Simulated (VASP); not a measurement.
Input of a VASP 6.6.1 run:

INCAR

```
SYSTEM = Ta
  PREC = Accurate
  ENCUT = 500
  EDIFF = 1E-6
  ISMEAR = 0
  SIGMA = 0.1
  LREAL = .False.
  LASPH = .True.
  NELM = 120
  ALGO = Normal
  ISIF = 2
  LWAVE = .False.
  LCHARG = .False.
  NBANDS = 18
  GGA_COMPAT = .False.
```

Contents of KPOINTS:

```
Automatic mesh
0
Gamma
  9 9 5
  0 0 0
```

File POSCAR:

```
Ta
1.0
    2.9003700000      0.0000000000      0.0000000000
   -1.4501900000      2.5118000000      0.0000000000
    0.0000000000      0.0000000000      5.1662700000
Ta
2
Direct
    0.6666666667      0.3333333333      0.7500000000
    0.3333333333      0.6666666667      0.2500000000
```

Potentials or basis: VASP PAW LDA potentials, release 64 (Ta_pv).

Command:

```bash
$ cat potpaw_LDA.64/Ta_pv/POTCAR > POTCAR
$ mpirun -np 1 vasp_std > vasp.out
```

(1) Estimate the pressure.

(2) Estimate the band gap on the k mesh.

## Answers

(1) -11.1 GPa.

(2) zero (bands 11 and 12 overlap by 1.52 eV).

Caveat: the cell stands under tension; spin-orbit coupling is left out, which moves the levels of the heavy elements.
